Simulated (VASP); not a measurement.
# ZnS (P6_3mc) in VASP: a series of runs

The runs below take ZnS through single point, relaxation of the atoms, with PBE.

Everything below comes from runs of VASP 6.6.1. Logs are shortened: lines on timing, memory, paths and dates and some standing lists are left out, and cuts for length are marked.

## Step 1: The cell of the first run

Symmetry: P6_3mc, No. 186, hexagonal system. The conventional cell has a = 3.823 Å, b = 3.823 Å, c = 6.198 Å, α = 90.00°, β = 90.00°, γ = 120.00°. Zn (site symmetry 3m) has 4 S at 2.33 to 2.34 Å within 3.1 Å. Within 3.1 Å of S (site symmetry 3m) lie 4 Zn at 2.33 to 2.34 Å.

## Step 2: Single point, PBE (z stretched by -1 %, then relaxed in part)

INCAR

```
  ALGO = Normal
  EDIFF = 1E-6
  ENCUT = 520
  GGA = PE
  ISIF = 2
  ISMEAR = -1
  LASPH = T
  LCHARG = T
  LELF = T
  LREAL = F
  LVHAR = T
  LWAVE = F
  NBANDS = 26
  NELM = 100
  PREC = Accurate
  SIGMA = 0.02
```

KPOINTS

```
k-points
0
Gamma
  13 13 7
```

POSCAR

```
ZnS
1.0
    3.8227000000      0.0000000000      0.0000000000
   -1.9113500000      3.3105553110      0.0000000000
    0.0000000000      0.0000000000      6.1980930000
Zn S
2 2
Direct
    0.3333333333      0.6666666667     -0.0008367511
    0.6666666667      0.3333333333      0.4991632489
    0.3333333333      0.6666666667      0.3756367511
    0.6666666667      0.3333333333      0.8756367511
```

Potentials or basis: VASP PAW PBE potentials, release 64 (Zn, S).

The run is started by

```console
> cat potpaw_PBE.64/Zn/POTCAR potpaw_PBE.64/S/POTCAR > POTCAR
> mpirun -np 1 vasp_std > vasp.out
```

OUTCAR:

```text
EDIFF = 1E-6
   ENCUT = 520
   GGA = PE
   ISIF = 2
   ISMEAR = -1
   LASPH = T
   LREAL = F
   NELM = 100
   PREC = Accurate

 ion  position               nearest neighbor table
   1  0.333  0.667  0.999-   3 2.33   4 2.34   4 2.34   4 2.34
   2  0.667  0.333  0.499-   4 2.33   3 2.34   3 2.34   3 2.34
   3  0.333  0.667  0.376-   1 2.33   2 2.34   2 2.34   2 2.34
   4  0.667  0.333  0.876-   2 2.33   1 2.34   1 2.34   1 2.34

  LATTYP: Found a hexagonal cell.
 ALAT       =     3.8227000000
 C/A-ratio  =     1.6213914249

  Lattice vectors:

 A1 = (   3.8227000000,   0.0000000000,   0.0000000000)
 A2 = (  -1.9113500000,   3.3105553110,   0.0000000000)
 A3 = (   0.0000000000,   0.0000000000,   6.1980930000)

Analysis of symmetry for initial positions (statically):
=====================================================================
 Subroutine PRICEL returns:
 Original cell was already a primitive cell.

 Routine SETGRP: Setting up the symmetry group for a
 hexagonal supercell.

 Subroutine GETGRP returns: Found 12 space group operations
 (whereof  6 operations were pure point group operations)
 out of a pool of 24 trial point group operations.

The static configuration has the point symmetry C_3v.
 The point group associated with its full space group is C_6v.

Analysis of symmetry for dynamics (positions and initial velocities):
=====================================================================
 Subroutine PRICEL returns:
 Original cell was already a primitive cell.

 Routine SETGRP: Setting up the symmetry group for a
 hexagonal supercell.

 Subroutine GETGRP returns: Found 12 space group operations
 (whereof  6 operations were pure point group operations)
 out of a pool of 24 trial point group operations.

The dynamic configuration has the point symmetry C_3v.
 The point group associated with its full space group is C_6v.

 Subroutine INISYM returns: Found 12 space group operations
 (whereof  6 operations are pure point group operations),
 and found     1 'primitive' translations

----------------------------------------------------------------------------------------

                                     Primitive cell

  volume of cell :      78.4385

  direct lattice vectors                    reciprocal lattice vectors
     3.822700000  0.000000000  0.000000000     0.261595208  0.151032064  0.000000000
    -1.911350000  3.310555311  0.000000000     0.000000000  0.302064127  0.000000000
     0.000000000  0.000000000  6.198093000     0.000000000  0.000000000  0.161339948

  length of vectors
     3.822700000  3.822700000  6.198093000     0.302064127  0.302064127  0.161339948

  position of ions in fractional coordinates (direct lattice)
     0.333333333  0.666666667  0.999163249
     0.666666667  0.333333333  0.499163249
     0.333333333  0.666666667  0.375636751
     0.666666667  0.333333333  0.875636751

  ion indices of the primitive-cell ions
   primitive index   ion index
                 1           1
                 2           2
                 3           3
                 4           4

----------------------------------------------------------------------------------------

 KPOINTS: k-points

Automatic generation of k-mesh.
 Grid dimensions read from file:
 generate k-points for:   13   13    7

 Generating k-lattice:

  Cartesian coordinates                     Fractional coordinates (reciprocal lattice)
     0.020122708  0.011617851  0.000000000     0.076923077 -0.000000000  0.000000000
     0.000000000  0.023235702  0.000000000     0.000000000  0.076923077  0.000000000
     0.000000000  0.000000000  0.023048564     0.000000000  0.000000000  0.142857143

  Length of vectors
     0.023235702  0.023235702  0.023048564

  Shift w.r.t. Gamma in fractional coordinates (k-lattice)
     0.000000000  0.000000000  0.000000000

 Subroutine IBZKPT returns following result:
 ===========================================

 Found     84 irreducible k-points:

 Following reciprocal coordinates:
            Coordinates               Weight
  0.000000  0.000000  0.000000      1.000000
  0.076923  0.000000  0.000000      6.000000
  0.153846 -0.000000  0.000000      6.000000
  0.230769  0.000000  0.000000      6.000000
  0.307692 -0.000000  0.000000      6.000000
  0.384615 -0.000000  0.000000      6.000000
[... 16 lines left out ...]
  0.076923  0.000000  0.142857     12.000000
  0.153846 -0.000000  0.142857     12.000000
 [... further k-points ...]
   k-points           NKPTS =     84   k-points in BZ     NKDIM =     84   number of bands    NBANDS=     26
   number of dos      NEDOS =    301   number of ions     NIONS =      4
   total plane-waves  NPLWV =  37632
   dimension x,y,z NGX =    28 NGY =   28 NGZ =   48
   dimension x,y,z NGXF=    56 NGYF=   56 NGZF=   96
   ions per type =               2   2
   NGX,Y,Z   is equivalent  to a cutoff of  12.18, 12.18, 12.87 a.u.
   NGXF,Y,Z  is equivalent  to a cutoff of  24.35, 24.35, 25.75 a.u.
 SYSTEM =  unknown system
   PREC   = accura    normal or accurate (medium, high low for compatibility)
   ISTART =      0    job   : 0-new  1-cont  2-samecut
   ICHARG =      2    charge: 1-file 2-atom 10-const
   ISPIN  =      1    spin polarized calculation?
   LNONCOLLINEAR =      F non collinear calculations
   LSORBIT =      F    spin-orbit coupling
   LASPH  =      T    aspherical Exc in radial PAW
   ENCUT  =  520.0 eV  38.22 Ry    6.18 a.u.   7.11  7.11 11.52*2*pi/ulx,y,z
   NELM   =    100;   NELMIN=  2; NELMDL= -5     # of ELM steps
   EDIFF  = 0.1E-05   stopping-criterion for ELM
   LREAL  =      F    real-space projection
   EDIFFG = 0.1E-04   stopping-criterion for IOM
   NSW    =      0    number of steps for IOM
   IBRION =     -1    ionic relax: 0-MD 1-quasi-New 2-CG
   NFREE  =      0    steps in history (QN), initial steepest desc. (CG)
   ISIF   =      2    stress and relaxation
   ISYM   =      2    0-nonsym 1-usesym 2-fastsym
   POTIM  = 0.5000    time-step for ionic-motion
   TEBEG  =    0.0;   TEEND  =   0.0 temperature during run
   PSTRESS=    0.0 pullay stress
   NELECT =      36.0000    total number of electrons
   NUPDOWN=      -1.0000    fix difference up-down
   EMIN   =  10.00;   EMAX   =-10.00  energy-range for DOS
   EFERMI =   0.00;   METHOD = LEGACY
   ISMEAR =    -1;   SIGMA  =   0.02  broadening in eV -4-tet -1-fermi 0-gaus
   EFERMI_NEDOS =   21; number of points for ismear=-14 and -15
   IALGO  =     38    algorithm
   IMIX   =      4    mixing-type and parameters
     AMIX     =   0.40;   BMIX     =  1.00
     AMIX_MAG =   1.60;   BMIX_MAG =  1.00
  volume/ion in A,a.u.               =      19.61       132.33
  Fermi-wavevector in a.u.,A,eV,Ry     =   1.262794  2.386335 21.696523  1.594649
  Thomas-Fermi vector in A             =   2.396184
   LORBIT       =      0    0 simple, 1 ext, 2 COOP (PROOUT), +10 PAW based schemes
   GGA     = PE    functional components
[... 5 lines left out ...]
 non-spin polarized calculation
  energy-cutoff  :      520.00
  volume of cell :       78.44
 maximum number of plane-waves:      2129
   NGX = 15   NGY = 15   NGZ = 23

 number of electron      35.9999978 magnetization

 Free energy of the ion-electron system (eV)
  ---------------------------------------------------
  ext. energy  EPLUGINS =         0.00000000
  ---------------------------------------------------
  free energy    TOTEN  =       -13.67389431 eV

  energy without entropy =      -13.67389431  energy(sigma->0) =      -13.67389431

 E-fermi :   2.5274     XC(G=0):  -9.6510

 val. band max:        2.1624605723   @ k =   0.0000   0.0000   0.0000
 cond. band min:       4.4045226871   @ k =   0.0000   0.0000   0.0000
 fundamental gap:      2.2420621148
 Fermi energy:         2.5273831072

 k-point     1 :       0.0000    0.0000    0.0000
  band No.  band energies     occupation
      1     -11.0273      2.00000
      2     -10.0635      2.00000
      3      -4.1802      2.00000
      4      -4.1742      2.00000
      5      -4.1742      2.00000
      6      -4.0921      2.00000
[... 18 lines left out ...]
     25       9.8439      0.00000
     26      11.5335      0.00000

 k-point     2 :       0.0769    0.0000    0.0000
  band No.  band energies     occupation
      1     -10.9872      2.00000
      2     -10.0414      2.00000
      3      -4.1824      2.00000
      4      -4.1668      2.00000
      5      -4.1659      2.00000
      6      -4.0882      2.00000
[... 18 lines left out ...]
     25      10.0275      0.00000
     26      11.2530      0.00000

 k-point     3 :       0.1538   -0.0000    0.0000
  band No.  band energies     occupation
      1     -10.8714      2.00000
      2      -9.9809      2.00000
      3      -4.1880      2.00000
      4      -4.1465      2.00000
      5      -4.1437      2.00000
      6      -4.0724      2.00000
[... 18 lines left out ...]
     25      10.5408      0.00000
     26      10.5773      0.00000

 k-point     4 :       0.2308    0.0000    0.0000
  band No.  band energies     occupation
      1     -10.6942      2.00000
      2      -9.8986      2.00000
      3      -4.1902      2.00000
      4      -4.1224      2.00000
      5      -4.1156      2.00000
      6      -4.0347      2.00000
[... 18 lines left out ...]
     25      10.4654      0.00000
     26      11.1672      0.00000
[... 496 lines left out ...]
      1     -10.9867      2.00000
      2     -10.1203      2.00000
      3      -4.1839      2.00000
      4      -4.1717      2.00000
      5      -4.1717      2.00000
      6      -4.0978      2.00000
[... 18 lines left out ...]
     25       9.7107      0.00000
     26      11.2042      0.00000

 k-point    23 :       0.0769    0.0000    0.1429
  band No.  band energies     occupation
      1     -10.9471      2.00000
      2     -10.0968      2.00000
      3      -4.1869      2.00000
      4      -4.1638      2.00000
      5      -4.1631      2.00000
      6      -4.0945      2.00000
[... 18 lines left out ...]
     25       9.8923      0.00000
     26      11.0944      0.00000

 k-point    24 :       0.1538   -0.0000    0.1429
  band No.  band energies     occupation
      1     -10.8330      2.00000
      2     -10.0320      2.00000
      3      -4.1928      2.00000
      4      -4.1448      2.00000
      5      -4.1403      2.00000
      6      -4.0795      2.00000
[... 18 lines left out ...]
     25      10.3994      0.00000
     26      10.7555      0.00000

 [... further k-points ...]
[... 5 lines left out ...]
  --------------------------------------------------------------------------------------
  -------------------------------------------------------------------------------------
  Total        0.9418817      0.9418817      1.5195399      0.0000000      0.0000000      0.0000000
  in kB       19.2387909     19.2387909     31.0379856      0.0000000      0.0000000      0.0000000
  external PRESSURE =      23.1718558 kB  Pullay stress =       0.0000000 kB

 VOLUME and BASIS-vectors are now :
 -----------------------------------------------------------------------------
  energy-cutoff  :      520.00
  volume of cell :       78.44
      direct lattice vectors                 reciprocal lattice vectors
     3.822700000  0.000000000  0.000000000     0.261595208  0.151032064  0.000000000
    -1.911350000  3.310555311  0.000000000     0.000000000  0.302064127  0.000000000
     0.000000000  0.000000000  6.198093000     0.000000000  0.000000000  0.161339948

 POSITION                                       TOTAL-FORCE (eV/Angst)
 -----------------------------------------------------------------------------------
     -0.00000      2.20704      6.19291        -0.000000      0.000000     -0.001073
      1.91135      1.10352      3.09386         0.000000      0.000000     -0.001073
     -0.00000      2.20704      2.32823        -0.000000     -0.000000      0.001073
      1.91135      1.10352      5.42728        -0.000000      0.000000      0.001073
 -----------------------------------------------------------------------------------
    total drift:                                0.000000      0.000000     -0.000531

  FREE ENERGIE OF THE ION-ELECTRON SYSTEM (eV)
  ---------------------------------------------------
  free  energy   TOTEN  =       -13.6738943092 eV

  energy  without entropy=      -13.6738943092  energy(sigma->0) =      -13.67389431
```

Run time: 83 s. Hardware: 1 thread of AMD EPYC 9R14 (Zen 4), shared host; peak memory 0.25 GiB.

What came out:

* Free energy: -13.6739 eV
* Pressure: 2.3 GPa
* Band gap on the k mesh: 2.24 eV

Stress tensor (GPa, compression positive):
```
1.92 0.00 0.00
0.00 1.92 0.00
0.00 0.00 3.10
```

Caveat: the cell differs from its parent crystal (z stretched by -1 %, then relaxed in part); an odd mesh through Γ misses points on the zone boundary, where band edges can lie.

## Step 3: Relaxation of the atoms, PBE (z stretched by -2 %)

INCAR

```
  ALGO = Normal
  EDIFF = 1E-6
  EDIFFG = -0.02
  ENCUT = 520
  GGA = PE
  IBRION = 2
  ISIF = 2
  ISMEAR = -1
  KPAR = 4
  LASPH = True
  LCHARG = False
  LREAL = False
  LWAVE = False
  NELM = 100
  NSW = 80
  PREC = Accurate
  SIGMA = 0.02
```

KPOINTS is that of step 2.

POSCAR

```
ZnS
1.0
    3.8227000000      0.0000000000      0.0000000000
   -1.9113500000      3.3105553110      0.0000000000
    0.0000000000      0.0000000000      6.1354860000
Zn S
2 2
Direct
    0.3333333333      0.6666666667      0.0000000000
    0.6666666667      0.3333333333      0.5000000000
    0.3333333333      0.6666666667      0.3748000000
    0.6666666667      0.3333333333      0.8748000000
```

Potentials or basis: VASP PAW PBE potentials, release 64 (Zn, S).

The run is started by

```console
> cat potpaw_PBE.64/Zn/POTCAR potpaw_PBE.64/S/POTCAR > POTCAR
> mpirun -np 4 vasp_std > vasp.out
```

Run time: 61 s. Hardware: 4 MPI ranks of Intel Xeon Platinum 8375C at 2.90GHz (Ice Lake), shared host; peak memory 0.27 GiB.

It converged, with:

* Free energy: -13.6547 eV
* Energy gained by relaxing: 0.8 meV/atom
* Ionic steps: 3
* Pressure after relaxing: 3.2 GPa
* Band gap on the k mesh: 2.29 eV

Stress tensor (GPa, compression positive):
```
2.45 0.00 0.00
0.00 2.45 0.00
0.00 0.00 4.60
```

The path:
```
step  energy change (eV)  largest force (eV/Å)  pressure (GPa)
   1              0.0000                0.1493            3.20
   2             -0.0029                0.0543            3.17
   3             -0.0034                0.0011            3.17
```

Final structure:
```
Zn S
1.0
     3.82270    0.00000    0.00000
    -1.91135    3.31056    0.00000
     0.00000    0.00000    6.13549
Zn S
2 2
Direct
  0.33333 0.66667 0.99811
  0.66667 0.33333 0.49811
  0.33333 0.66667 0.37669
  0.66667 0.33333 0.87669
```

Levels at points of the mesh, in eV from the valence-band top:
| k point | band 14 | band 15 | band 16 | band 17 | band 18 | band 19 | band 20 | band 21 | band 22 |
| --- | --- | --- | --- | --- | --- | --- | --- | --- | --- |
| (0.00, 0.00, 0.00) | -0.97 | -0.97 | -0.02 | -0.02 | 0.00 | 2.29 | 2.94 | 6.21 | 6.21 |

Caveat: the cell differs from its parent crystal (z stretched by -2 %); an odd mesh through Γ misses points on the zone boundary, where band edges can lie.

## Step 4: Relaxation of the atoms, PBE (18.62 Å³/atom)

This run uses another cell than the first one, of 18.62 Å³/atom.

INCAR

```
SYSTEM = ZnS
PREC = Accurate ; ENCUT = 520
EDIFF = 1E-6 ; ISMEAR = -1
SIGMA = 0.02 ; LREAL = .False.
LASPH = .True. ; NELM = 100
ALGO = Normal ; ISIF = 2
LWAVE = .False. ; LCHARG = .False.
GGA = PE ; IBRION = 2
NSW = 80 ; EDIFFG = -0.02
```

KPOINTS

```
regular mesh
0
Gamma
  13 13 7
  0 0 0
```

POSCAR

```
ZnS
1.0
    3.7446638178      0.0000000000      0.0000000000
   -1.8723319089      3.2429739948      0.0000000000
    0.0000000000      0.0000000000      6.1328947508
Zn S
2 2
Direct
    0.3333333333      0.6666666667      0.0000000000
    0.6666666667      0.3333333333      0.5000000000
    0.3333333333      0.6666666667      0.3748000000
    0.6666666667      0.3333333333      0.8748000000
```

The run is started by

```console
> cat potpaw_PBE.64/Zn/POTCAR potpaw_PBE.64/S/POTCAR > POTCAR
> mpirun -np 1 vasp_std > vasp.out
```

Wall time 2.4 min (1 thread of Oxide Virtual Turin-like, shared host); peak memory 0.23 GiB.

The run converged. Its results:

| Item | Value |
| --- | --- |
| Free energy | -13.5645 eV |
| Pressure after relaxing | 6.9 GPa |
| Largest force after relaxing | 0.020 eV/Å |
| Band gap on the k mesh | 2.46 eV |

Forces in eV/Å, atoms in the order of the input:
```
Zn   0.000  0.000  0.020
Zn   0.000  0.000  0.020
S    0.000  0.000 -0.020
S    0.000  0.000 -0.020
```

Stress tensor (GPa, compression positive):
```
6.80 0.00 0.00
0.00 6.80 0.00
0.00 0.00 7.05
```

Final structure:
```
Zn S
1.0
     3.74466    0.00000    0.00000
    -1.87233    3.24297    0.00000
     0.00000    0.00000    6.13289
Zn S
2 2
Cartesian
  0.0000 2.1620 0.0000
  1.8723 1.0810 3.0664
  0.0000 2.1620 2.2986
  1.8723 1.0810 5.3651
```

Levels at points of the mesh, in eV from the valence-band top:
| k point | band 14 | band 15 | band 16 | band 17 | band 18 | band 19 | band 20 | band 21 | band 22 |
| --- | --- | --- | --- | --- | --- | --- | --- | --- | --- |
| (0.00, 0.00, 0.00) | -0.98 | -0.98 | -0.08 | 0.00 | 0.00 | 2.46 | 3.18 | 6.26 | 6.26 |

Caveat: the relaxation stopped at its first step, so nothing moved; an odd mesh through Γ misses points on the zone boundary, where band edges can lie.

## Step 5: The runs side by side

```csv
task,cell,gap on the mesh (eV),pressure (GPa)
single point,"a = 3.823, b = 3.823, c = 6.198 Å, angles 90.0, 90.0, 120.0°, 4 atoms",2.24,2.3
relaxation of the atoms,"atoms relaxed from a = 3.823, b = 3.823, c = 6.135 Å, angles 90.0, 90.0, 120.0°, 4 atoms",2.29,3.2
relaxation of the atoms,"atoms relaxed from a = 3.745, b = 3.745, c = 6.133 Å, angles 90.0, 90.0, 120.0°, 4 atoms",2.46,6.9
```

Alike in all rows: level PBE; potentials or basis VASP PAW PBE potentials, release 64 (Zn, S); no spin polarisation; k mesh 13 × 13 × 7; cutoff (eV) 520; smearing fermi-dirac 0.02 eV.

Caveats: an odd mesh through Γ misses points on the zone boundary, where band edges can lie; the relaxation stopped at its first step, so nothing moved (at least some runs).

Total energies depend on the potentials used, so only differences within one code and one set of settings carry meaning.
